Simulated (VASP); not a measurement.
A run of VASP 6.6.1 is set up as follows.

INCAR

```
SYSTEM = Bi
ALGO = Fast ; EDIFF = 1E-6
ENCUT = 520 ; GGA = PE
ISIF = 2 ; ISMEAR = 0
IVDW = 12 ; LASPH = .True.
LCHARG = .False. ; LREAL = .False.
LWAVE = .False. ; NBANDS = 14
NELM = 80 ; PREC = Accurate
SIGMA = 0.15
```

KPOINTS

```
k-points
0
Gamma
  18 18 18
  0 0 0
```

Contents of POSCAR:

```
Bi
1.0
   -1.7312780168      1.7312780168      2.7108351187
    1.7312780168     -1.7312780168      2.7108351187
    1.7312780168      1.7312780168     -2.7108351187
Bi
1
Direct
    0.0000000000      0.0000000000      0.0000000000
```

Potentials or basis: VASP PAW PBE potentials, release 64 (Bi_d).

Launch:

```bash
$ cat potpaw_PBE.64/Bi_d/POTCAR > POTCAR
$ mpirun -np 1 vasp_std > vasp.out
```

Task: Predict the dispersion energy per atom.

Result: -0.485 eV.

Task: Estimate the pressure.

Result: -3.4 GPa.

Task: Predict the band gap on the k mesh.

Result: Zero (an odd number of electrons rules out a gap without spin polarisation).

Stress tensor (GPa, compression positive):
```
-3.62  0.00  0.00
 0.00 -3.62  0.00
 0.00  0.00 -2.93
```

Caveat: the cell stands under tension; spin-orbit coupling is left out, which moves the levels of the heavy elements.
